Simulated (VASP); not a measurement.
A run of VASP 6.6.1 is set up as follows.

Contents of POSCAR:

```
Cu
1.0
    2.6354605366      0.0000000000      0.0000000000
   -1.3177302683      2.2823757754      0.0000000000
    0.0000000000      0.0000000000      3.7835653200
Cu
2
Direct
    0.3333333333      0.6666666667      0.2500000000
    0.6666666667      0.3333333333      0.7500000000
```

File INCAR.step1:

```
SYSTEM = Cu
PREC = Accurate
ENCUT = 520
ISMEAR = 0
SIGMA = 0.15
LREAL = .False.
LASPH = .True.
NELM = 100
NBANDS = 18
GGA = PE
ALGO = Normal
EDIFF = 1E-4
LWAVE = .True.
LCHARG = .False.
```

The input INCAR.step2:

```
SYSTEM = Cu
PREC = Accurate
ENCUT = 520
EDIFF = 1E-6
ISMEAR = 0
SIGMA = 0.15
LREAL = .False.
LASPH = .True.
NELM = 100
ALGO = Normal
ISIF = 2
LWAVE = .False.
LCHARG = .False.
METAGGA = R2SCAN
LMIXTAU = .True.
NBANDS = 18
ISTART = 1
```

File KPOINTS:

```
regular mesh
0
Gamma
  24 24 12
  0 0 0
```

Potentials or basis: VASP PAW PBE potentials, release 64 (Cu).

The run is started by

```console
$ cat potpaw_PBE.64/Cu/POTCAR > POTCAR
$ cp INCAR.step1 INCAR
$ mpirun -np 1 vasp_std > vasp.out
$ cp INCAR.step2 INCAR
$ mpirun -np 1 vasp_std > vasp.out
```

(1) Predict the pressure.

(2) Predict the band gap on the k mesh.

Answers

(1) 4.6 GPa.

(2) zero (band 11 reaches 11.54 eV, above the bottom of band 12 at 5.83 eV).

Caveat: the cell differs from its parent crystal (strain +0.040 along x and y, -0.080 along z); the PAW data sets were made with another functional, which shifts forces and pressure a little.
